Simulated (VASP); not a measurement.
WC, 2 atoms in the cell. The structure is cubic, space group Fm-3m (No. 225). Conventional cell: a = 4.471 Å, b = 4.471 Å, c = 4.471 Å, α = 90.00°, β = 90.00°, γ = 90.00°. W (site symmetry m-3m) has 6 C at 2.24 Å within 3.0 Å. Within 3.0 Å of C (site symmetry m-3m) lie 6 W at 2.24 Å. 

| Property | Result |
| --- | --- |
| Program | VASP 6.6.1 |
| Task | single point |
| Functional | LDA |
| Potentials or basis | VASP PAW LDA potentials, release 64 (W_sv, C) |
| Cutoff | 520 eV |
| k mesh | 11 × 11 × 11 |
| Occupations | methfessel-paxton, width 0.1 eV |
| Spin | no spin polarisation |
| Dipole correction | no |
| Further INCAR settings | ALGO = Normal; EDIFF = 1e-06; NBANDS = 16 |

Potentials or basis: VASP PAW LDA potentials, release 64 (W_sv, C).

Command:

```sh
$ cat potpaw_LDA.64/W_sv/POTCAR potpaw_LDA.64/C/POTCAR > POTCAR
$ mpirun -np 1 vasp_std > vasp.out
```

Hardware: 1 thread of Intel Xeon 6975P-C, with other jobs on the host.

Estimate the wall time of this run.

Wall time 11 s on 1 thread of Intel Xeon 6975P-C (shared host), peak memory 0.14 GiB. Counts: scf iterations 13, k points 56.
